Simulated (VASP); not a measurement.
## Al2O3: single point with LDA

The system is Al2O3.

```
Al O
1.0
     2.92759    0.00000    0.00000
    -1.46379    2.53537    0.00000
     0.00000    0.00000    9.19670
Al O
2 3
Direct
  0.00000 0.00000 0.14999
  0.00000 0.00000 0.85001
  0.33333 0.66667 0.22232
  0.66667 0.33333 0.00000
  0.33333 0.66667 0.77768
```

This cell differs from its parent crystal: strain +0.015 along x and y, -0.015 along z.

```yaml
Program: VASP 6.6.1
Task: single point
Functional: LDA
Potentials_or_basis: VASP PAW LDA potentials, release 64 (Al, O)
Cutoff: 520 eV
k_mesh: 12 × 12 × 4
Occupations: gaussian, width 0.05 eV
Spin: no spin polarisation
```

- Pressure: -9.6 GPa
- Largest force: 0.603 eV/Å
- Band gap on the k mesh: 4.33 eV, indirect (least direct gap 4.57 eV)

Forces in eV/Å, atoms in the order of the input:
```
Al   0.000  0.000  0.468
Al   0.000  0.000 -0.468
O    0.000  0.000 -0.603
O    0.000  0.000  0.000
O    0.000  0.000  0.603
```

Stress tensor (GPa, compression positive):
```
-12.86   0.00   0.00
  0.00 -12.86   0.00
  0.00   0.00  -2.95
```

Levels at points of the mesh, in eV from the valence-band top:
| k point | band 8 | band 9 | band 10 | band 11 | band 12 | band 13 | band 14 | band 15 | band 16 | band 17 |
| --- | --- | --- | --- | --- | --- | --- | --- | --- | --- | --- |
| (0.00, 0.00, 0.00) | -1.33 | -1.33 | -0.74 | -0.74 | -0.24 | 4.33 | 7.04 | 7.35 | 8.99 | 12.72 |
| (0.50, 0.00, 0.00) | -2.20 | -2.03 | -1.11 | -0.80 | -0.56 | 7.19 | 8.46 | 8.68 | 10.72 | 11.60 |
| (0.00, 0.00, 0.50) | -1.33 | -1.33 | -0.74 | -0.74 | -0.29 | 4.45 | 6.69 | 7.44 | 9.31 | 12.56 |
| (0.50, 0.00, 0.50) | -2.21 | -2.04 | -1.11 | -0.81 | -0.55 | 7.20 | 8.42 | 8.75 | 10.43 | 12.09 |

Run time: 63 s on 1 thread of Intel(R) Xeon(R) 6975P-C (Granite Rapids), on a shared host, peak memory 0.19 GiB.

Caveat: the cell differs from its parent crystal (strain +0.015 along x and y, -0.015 along z). A k mesh can miss the band edges.
